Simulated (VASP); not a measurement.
# ScInTeSe (Immm) in VASP: single point with PBE

Aim: the single point of ScInTeSe with PBE.

Program: VASP 6.6.1. These are calculated values, not measurements. Logs are shortened: lines on timing, memory, paths and dates and some standing lists are left out, and cuts for length are marked.

### 1 The cell of the first run

Symmetry: Immm, No. 71, orthorhombic system. The conventional cell has a = 5.877 Å, b = 5.909 Å, c = 6.472 Å, α = 90.00°, β = 90.00°, γ = 90.00°. Within 3.9 Å of Sc (site symmetry mmm) lie 2 Se at 2.94 Å and 2 Te at 2.95 Å and 2 In at 3.24 Å. In (site symmetry mmm) has 2 Te at 2.94 Å and 2 Se at 2.95 Å and 2 Sc at 3.24 Å within 3.9 Å. Te (site symmetry mmm) has 2 In at 2.94 Å and 2 Sc at 2.95 Å and 2 Se at 3.24 Å within 3.9 Å. Se (site symmetry mmm) has 2 Sc at 2.94 Å and 2 In at 2.95 Å and 2 Te at 3.24 Å within 3.9 Å.

### 2 Single point, PBE

The input, INCAR:

```
PREC = Accurate
ENCUT = 500
EDIFF = 1E-6
ISMEAR = 0
SIGMA = 0.15
LREAL = False
LASPH = True
NELM = 120
ALGO = Normal
ISIF = 2
LWAVE = False
LCHARG = False
GGA = PE
NBANDS = 26
GGA_COMPAT = False
```

The input, KPOINTS:

```
Automatic mesh
0
Gamma
  3 3 3
```

The input, POSCAR:

```
ScInTeSe
1.0
   -2.9385849696      3.2359027690      2.9543732132
    2.9385849696     -3.2359027690      2.9543732132
    2.9385849696      3.2359027690     -2.9543732132
Sc In Te Se
1 1 1 1
Direct
    0.0000000000      0.0000000000      0.0000000000
    0.5000000000      0.0000000000      0.5000000000
    0.5000000000      0.5000000000      0.0000000000
    0.0000000000      0.5000000000      0.5000000000
```

Potentials or basis: VASP PAW PBE potentials, release 64 (Sc_sv, In_d, Te, Se).

Launch:

```
cat potpaw_PBE.64/Sc_sv/POTCAR potpaw_PBE.64/In_d/POTCAR potpaw_PBE.64/Te/POTCAR potpaw_PBE.64/Se/POTCAR > POTCAR
mpirun -np 1 vasp_std > vasp.out
```

OUTCAR:

```text
PREC = Accurate
   ENCUT = 500
   EDIFF = 1E-6
   ISMEAR = 0
   LREAL = False
   LASPH = True
   NELM = 120
   ISIF = 2
   GGA = PE

 ion  position               nearest neighbor table
   1  0.000  0.000  0.000-   4 2.94   4 2.94   3 2.95   3 2.95   2 3.24   2 3.24
   2  0.500  0.000  0.500-   3 2.94   3 2.94   4 2.95   4 2.95   1 3.24   1 3.24
   3  0.500  0.500  0.000-   2 2.94   2 2.94   1 2.95   1 2.95   4 3.24   4 3.24
   4  0.000  0.500  0.500-   1 2.94   1 2.94   2 2.95   2 2.95   3 3.24   3 3.24

  LATTYP: Found a body centered orthorhombic cell.
 ALAT       =     5.8771699392
 B/A-ratio  =     1.0053727368
 C/A-ratio  =     1.1011772001

  Lattice vectors:

 A1 = (  -2.9385849696,  -3.2359027690,   2.9543732132)
 A2 = (   2.9385849696,  -3.2359027690,  -2.9543732132)
 A3 = (   2.9385849696,   3.2359027690,   2.9543732132)

Analysis of symmetry for initial positions (statically):
=====================================================================
 Subroutine PRICEL returns:
 Original cell was already a primitive cell.

 Routine SETGRP: Setting up the symmetry group for a
 body centered orthorhombic supercell.

 Subroutine GETGRP returns: Found  8 space group operations
 (whereof  8 operations were pure point group operations)
 out of a pool of  8 trial point group operations.

The static configuration has the point symmetry D_2h.

Analysis of symmetry for dynamics (positions and initial velocities):
=====================================================================
 Subroutine PRICEL returns:
 Original cell was already a primitive cell.

 Routine SETGRP: Setting up the symmetry group for a
 body centered orthorhombic supercell.

 Subroutine GETGRP returns: Found  8 space group operations
 (whereof  8 operations were pure point group operations)
 out of a pool of  8 trial point group operations.

The dynamic configuration has the point symmetry D_2h.

 Subroutine INISYM returns: Found  8 space group operations
 (whereof  8 operations are pure point group operations),
 and found     1 'primitive' translations

----------------------------------------------------------------------------------------

                                     Primitive cell

  volume of cell :     112.3722

  direct lattice vectors                    reciprocal lattice vectors
    -2.938584970  3.235902769  2.954373213     0.000000000  0.154516386  0.169240635
     2.938584970 -3.235902769  2.954373213     0.170149921  0.000000000  0.169240635
     2.938584970  3.235902769 -2.954373213     0.170149921  0.154516386  0.000000000

  length of vectors
     5.275857223  5.275857223  5.275857223     0.229167419  0.239986225  0.229839746

  position of ions in fractional coordinates (direct lattice)
     0.000000000  0.000000000  0.000000000
     0.500000000  0.000000000  0.500000000
     0.500000000  0.500000000  0.000000000
     0.000000000  0.500000000  0.500000000

  ion indices of the primitive-cell ions
   primitive index   ion index
                 1           1
                 2           2
                 3           3
                 4           4

----------------------------------------------------------------------------------------

 KPOINTS: Automatic mesh

Automatic generation of k-mesh.
 Grid dimensions read from file:
 generate k-points for:    3    3    3

 Generating k-lattice:

  Cartesian coordinates                     Fractional coordinates (reciprocal lattice)
     0.000000000  0.051505462  0.056413545     0.333333333 -0.000000000  0.000000000
     0.056716640  0.000000000  0.056413545     0.000000000  0.333333333  0.000000000
     0.056716640  0.051505462  0.000000000     0.000000000 -0.000000000  0.333333333

  Length of vectors
     0.076389140  0.079995408  0.076613249

  Shift w.r.t. Gamma in fractional coordinates (k-lattice)
     0.000000000  0.000000000  0.000000000

 Subroutine IBZKPT returns following result:
 ===========================================

 Found      8 irreducible k-points:

 Following reciprocal coordinates:
            Coordinates               Weight
  0.000000  0.000000  0.000000      1.000000
  0.333333  0.000000  0.000000      4.000000
  0.000000  0.333333 -0.000000      4.000000
  0.333333  0.333333  0.000000      8.000000
 -0.333333  0.333333 -0.000000      4.000000
 -0.333333  0.333333  0.333333      2.000000
  0.333333 -0.333333  0.333333      2.000000
 -0.333333 -0.333333  0.333333      2.000000
   k-points           NKPTS =      8   k-points in BZ     NKDIM =      8   number of bands    NBANDS=     26
   number of dos      NEDOS =    301   number of ions     NIONS =      4
   total plane-waves  NPLWV =  64000
   dimension x,y,z NGX =    40 NGY =   40 NGZ =   40
   dimension x,y,z NGXF=    80 NGYF=   80 NGZF=   80
   ions per type =               1   1   1   1
   NGX,Y,Z   is equivalent  to a cutoff of  12.60, 12.60, 12.60 a.u.
   NGXF,Y,Z  is equivalent  to a cutoff of  25.21, 25.21, 25.21 a.u.
 SYSTEM =  unknown system
   PREC   = accura    normal or accurate (medium, high low for compatibility)
   ISTART =      0    job   : 0-new  1-cont  2-samecut
   ICHARG =      2    charge: 1-file 2-atom 10-const
   ISPIN  =      1    spin polarized calculation?
   LNONCOLLINEAR =      F non collinear calculations
   LSORBIT =      F    spin-orbit coupling
   LASPH  =      T    aspherical Exc in radial PAW
   ENCUT  =  500.0 eV  36.75 Ry    6.06 a.u.   9.62  9.62  9.62*2*pi/ulx,y,z
   NELM   =    120;   NELMIN=  2; NELMDL= -5     # of ELM steps
   EDIFF  = 0.1E-05   stopping-criterion for ELM
   LREAL  =      F    real-space projection
   EDIFFG = 0.1E-04   stopping-criterion for IOM
   NSW    =      0    number of steps for IOM
   IBRION =     -1    ionic relax: 0-MD 1-quasi-New 2-CG
   NFREE  =      0    steps in history (QN), initial steepest desc. (CG)
   ISIF   =      2    stress and relaxation
   ISYM   =      2    0-nonsym 1-usesym 2-fastsym
   POTIM  = 0.5000    time-step for ionic-motion
   TEBEG  =    0.0;   TEEND  =   0.0 temperature during run
   PSTRESS=    0.0 pullay stress
   NELECT =      36.0000    total number of electrons
   NUPDOWN=      -1.0000    fix difference up-down
   EMIN   =  10.00;   EMAX   =-10.00  energy-range for DOS
   EFERMI =   0.00;   METHOD = LEGACY
   ISMEAR =     0;   SIGMA  =   0.15  broadening in eV -4-tet -1-fermi 0-gaus
   EFERMI_NEDOS =   21; number of points for ismear=-14 and -15
   IALGO  =     38    algorithm
   IMIX   =      4    mixing-type and parameters
     AMIX     =   0.40;   BMIX     =  1.00
     AMIX_MAG =   1.60;   BMIX_MAG =  1.00
  volume/ion in A,a.u.               =      28.09       189.58
  Fermi-wavevector in a.u.,A,eV,Ry     =   1.120184  2.116841 17.072752  1.254812
  Thomas-Fermi vector in A             =   2.256828
   LORBIT       =      0    0 simple, 1 ext, 2 COOP (PROOUT), +10 PAW based schemes
   GGA     = PE    functional components
   LHFCALC =     F    Hartree Fock is set to
   AEXX    =    0.0000 exact exchange contribution
   IVDW    =     0    specifies the selected vdW correction
   LEPSILON=     F    determine dielectric tensor
   LRPA    =     F    only Hartree local field effects (RPA)
 non-spin polarized calculation
 Gauss-broadening in eV      SIGMA  =   0.15
  energy-cutoff  :      500.00
  volume of cell :      112.37
 maximum number of plane-waves:      2869
 NGX is ok and might be reduce to    40
   NGX = 19   NGY = 19   NGZ = 19

 number of electron      35.9999991 magnetization

 Free energy of the ion-electron system (eV)
  ---------------------------------------------------
  ext. energy  EPLUGINS =         0.00000000
  ---------------------------------------------------
  free energy    TOTEN  =       -16.94722612 eV

  energy without entropy =      -16.89800836  energy(sigma->0) =      -16.92261724

 E-fermi :   5.0989     XC(G=0):  -9.4533

 val. band max:        4.9463138786   @ k =   0.0000   0.3333  -0.0000
 cond. band min:       5.1095129071   @ k =   0.3333   0.3333   0.0000
 fundamental gap:      0.1631990285
 Fermi energy:         5.0989339734

 k-point     1 :       0.0000    0.0000    0.0000
  band No.  band energies     occupation
      1     -45.6347      2.00000
      2     -24.2502      2.00000
      3     -24.2468      2.00000
      4     -24.1972      2.00000
      5      -9.0639      2.00000
      6      -9.0146      2.00000
[... 18 lines left out ...]
     25       7.5712      0.00000
     26      10.0983      0.00000

 k-point     2 :       0.3333    0.0000    0.0000
  band No.  band energies     occupation
      1     -45.6347      2.00000
      2     -24.2504      2.00000
      3     -24.2470      2.00000
      4     -24.1978      2.00000
      5      -9.0631      2.00000
      6      -8.9463      2.00000
[... 18 lines left out ...]
     25       9.1805      0.00000
     26       9.5256      0.00000

 k-point     3 :       0.0000    0.3333   -0.0000
  band No.  band energies     occupation
      1     -45.6347      2.00000
      2     -24.2510      2.00000
      3     -24.2469      2.00000
      4     -24.1974      2.00000
      5      -9.0128      2.00000
      6      -8.9495      2.00000
[... 18 lines left out ...]
     25       8.4185      0.00000
     26       9.2475      0.00000

 k-point     4 :       0.3333    0.3333    0.0000
  band No.  band energies     occupation
      1     -45.6347      2.00000
      2     -24.2511      2.00000
      3     -24.2471      2.00000
      4     -24.1979      2.00000
      5      -9.0275      2.00000
      6      -8.9463      2.00000
[... 18 lines left out ...]
     25       8.8203      0.00000
     26       9.4305      0.00000

 k-point     5 :      -0.3333    0.3333   -0.0000
  band No.  band energies     occupation
      1     -45.6347      2.00000
      2     -24.2510      2.00000
      3     -24.2471      2.00000
      4     -24.1978      2.00000
      5      -9.0602      2.00000
      6      -8.9789      2.00000
[... 18 lines left out ...]
     25       9.5631      0.00000
     26       9.7109      0.00000

 k-point     6 :      -0.3333    0.3333    0.3333
  band No.  band energies     occupation
      1     -45.6347      2.00000
      2     -24.2512      2.00000
      3     -24.2473      2.00000
      4     -24.1977      2.00000
      5      -9.0957      2.00000
      6      -8.9788      2.00000
[... 18 lines left out ...]
     25       9.6871      0.00000
     26      10.1571      0.00000

 k-point     7 :       0.3333   -0.3333    0.3333
  band No.  band energies     occupation
      1     -45.6347      2.00000
      2     -24.2507      2.00000
      3     -24.2473      2.00000
      4     -24.1982      2.00000
      5      -9.1219      2.00000
      6      -8.9944      2.00000
[... 18 lines left out ...]
     25      10.6076      0.00000
     26      11.4037      0.00000

 k-point     8 :      -0.3333   -0.3333    0.3333
  band No.  band energies     occupation
      1     -45.6347      2.00000
      2     -24.2507      2.00000
      3     -24.2473      2.00000
      4     -24.1977      2.00000
      5      -9.0943      2.00000
      6      -8.9553      2.00000
[... 18 lines left out ...]
     25       9.5023      0.00000
     26      10.0376      0.00000

------------------------ aborting loop because EDIFF is reached ----------------------------------------

  FORCE on cell =-STRESS in cart. coord.  units (eV):
  Direction    XX          YY          ZZ          XY          YZ          ZX
  --------------------------------------------------------------------------------------
  -------------------------------------------------------------------------------------
  Total       -0.0542446      0.0250880      0.0111434      0.0000000      0.0000000      0.0000000
  in kB       -0.7734074      0.3576982      0.1588799      0.0000000      0.0000000      0.0000000
  external PRESSURE =      -0.0856098 kB  Pullay stress =       0.0000000 kB

 VOLUME and BASIS-vectors are now :
 -----------------------------------------------------------------------------
  energy-cutoff  :      500.00
  volume of cell :      112.37
      direct lattice vectors                 reciprocal lattice vectors
    -2.938584970  3.235902769  2.954373213     0.000000000  0.154516386  0.169240635
     2.938584970 -3.235902769  2.954373213     0.170149921  0.000000000  0.169240635
     2.938584970  3.235902769 -2.954373213     0.170149921  0.154516386  0.000000000

 POSITION                                       TOTAL-FORCE (eV/Angst)
 -----------------------------------------------------------------------------------
      0.00000      0.00000      0.00000         0.000000      0.000000      0.000000
      0.00000      3.23590      0.00000        -0.000000     -0.000000     -0.000000
      0.00000      0.00000      2.95437         0.000000      0.000000      0.000000
      2.93858      0.00000      0.00000         0.000000      0.000000      0.000000
 -----------------------------------------------------------------------------------
    total drift:                               -0.000000     -0.000000      0.000000

  FREE ENERGIE OF THE ION-ELECTRON SYSTEM (eV)
  ---------------------------------------------------
  free  energy   TOTEN  =       -16.9472261207 eV

  energy  without entropy=      -16.8980083646  energy(sigma->0) =      -16.92261724
```

It took 68 s on 1 thread of Intel Xeon 8259CL, shared host; peak memory 0.25 GiB.

What came out:

```
Free energy            : -16.9472 eV
Pressure               : 0.0 GPa
Band gap on the k mesh : zero (band 18 reaches 5.92 eV, above the bottom of band 19 at 5.11 eV)
```

Stress tensor (GPa, compression positive):
```
-0.08  0.00  0.00
 0.00  0.04  0.00
 0.00  0.00  0.02
```

Caveat: the k points lie up to 0.50 Å⁻¹ apart; spin-orbit coupling is left out, which moves the levels of the heavy elements.
